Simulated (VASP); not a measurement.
A run of VASP 6.6.1:

Contents of INCAR:

```
SYSTEM = Cu
PREC     = Accurate       ! precision mode
ENCUT    = 520            ! plane-wave cutoff, eV
EDIFF    = 1E-7           ! SCF threshold, eV
ISMEAR   = -1             ! smearing method
SIGMA    = 0.05           ! smearing width, eV
LREAL    = .False.        ! projectors in reciprocal space
LASPH    = .True.         ! aspherical terms in the spheres
NELM     = 60             ! most SCF steps
ALGO     = Normal         ! electronic algorithm
ISIF     = 2              ! what is computed and relaxed
LWAVE    = .False.        ! write WAVECAR
LCHARG   = .True.         ! write CHGCAR
GGA      = PS             ! functional
LELF     = .True.         ! ELF
LVHAR    = .True.       
NBANDS   = 18             ! bands
```

The input KPOINTS:

```
Automatic mesh
0
Gamma
  11 11 11
  0 0 0
```

File POSCAR:

```
Cu
1.0
    1.1539383522     -3.7849859378      0.0000000000
    1.1539383522      3.7849859378      0.0000000000
    0.0000000000      0.0000000000      2.3634364658
Cu
2
Direct
    0.8673461092      0.1326538908      0.7500000000
    0.1326538908      0.8673461092      0.2500000000
```

Potentials or basis: VASP PAW PBE potentials, release 64 (Cu).

Run with:

```console
$ cat potpaw_PBE.64/Cu/POTCAR > POTCAR
$ mpirun -np 1 vasp_std > vasp.out
```

Hardware: 1 thread of Intel(R) Xeon(R) 6975P-C (Granite Rapids), with other jobs on the host.

Question: How long does it take, and how much memory?

Answer: Wall time 40 s on 1 thread of Intel(R) Xeon(R) 6975P-C (Granite Rapids) (shared host), peak memory 0.19 GiB. Counts: scf iterations 12, k points 216.
